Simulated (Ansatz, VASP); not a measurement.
## One calculation of SrO, two programs

```
Sr O
1.0
     0.00000    2.45090    2.65705
     2.45090    0.00000    2.65705
     2.45090    2.45090    0.00000
Sr O
1 1
Direct
  0.00000 0.00000 0.00000
  0.50000 0.50000 0.50000
```

Change from the starting cell: epitaxial_xy strain -5.0%.

Alike in both runs: task single point; functional PBE; k mesh 8 × 8 × 8; occupations fermi-dirac, width 0.02 eV; no spin polarisation.

|  | VASP | Ansatz |
| --- | --- | --- |
| version | VASP 6.6.1 | Ansatz 0.2.0 |
| potentials or method | VASP PAW PBE potentials, release 64 (Sr_sv, O) | plane waves, PAW |
| plane-wave cutoff (eV) | 520 | 420 |
| valence electrons in the cell | 16 | 16 |

```csv
,VASP,Ansatz,Ansatz less VASP
gap on the k mesh at the Fermi level (eV),3.03,3.07,+0.043
pressure (GPa),12.2,11.3,-0.85
"traceless stress, the component that is largest in VASP (GPa)",-9.70,-9.23,+0.469
```
